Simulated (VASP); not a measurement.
Crystal: AlCo.

```
CELL_PARAMETERS angstrom
2.85190 0.00000 0.00000
0.00000 2.85190 0.00000
0.00000 0.00000 2.85190
ATOMIC_POSITIONS crystal
Al 0.01352 0.98374 0.98437
Co 0.48648 0.51626 0.51563
```

```yaml
Program: VASP 6.6.1
Task: relaxation of cell and atoms
Functional: PBE
Potentials_or_basis: VASP PAW PBE potentials, release 64 (Al, Co)
Cutoff: 600 eV
k_mesh: 12 × 12 × 12
Occupations: gaussian, width 0.15 eV
Spin: no spin polarisation
```

At the start: pressure 1.8 GPa; volume 11.60 Å³/atom.

Task: Where does the relaxation end?

Result: Over 17 steps the energy falls by 41.8 meV/atom; space group R3m (No. 160, to 0.1 Å) before, Pm-3m (No. 221, to 0.1 Å).

Step by step:
```tsv
step	energy change (eV)	largest force (eV/Å)	pressure (GPa)	volume (Å³)
1	0.0000	1.1417	1.75	23.20
2	-0.0718	0.2544	-3.16	23.62
3	-0.0731	0.1404	-3.73	23.69
4	-0.0793	0.1134	2.90	22.82
5	-0.0827	0.0056	0.23	23.14
6	-0.0827	0.0139	0.41	23.12
7	-0.0836	0.0169	0.36	23.18
8	-0.0836	0.0166	0.15	23.18
9	-0.0836	0.0162	0.14	23.18
10	-0.0836	0.0028	-0.42	23.21
11	-0.0836	0.0113	-0.16	23.20
12	-0.0836	0.0117	0.06	23.19
13	-0.0836	0.0099	-0.15	23.20
14	-0.0836	0.0109	-0.02	23.20
15	-0.0836	0.0096	-0.45	23.20
16	-0.0836	0.0111	0.09	23.20
17	-0.0836	0.0045	-0.05	23.21
```

Final structure:
```
Al Co
1.0
     2.85256    0.00007    0.00007
     0.00007    2.85224   -0.00009
     0.00007   -0.00009    2.85231
Al Co
1 1
Direct
  0.99992 0.00009 0.00009
  0.50008 0.49991 0.49991
```

Caveat: the run has no spin polarisation, though such a crystal can be magnetic.
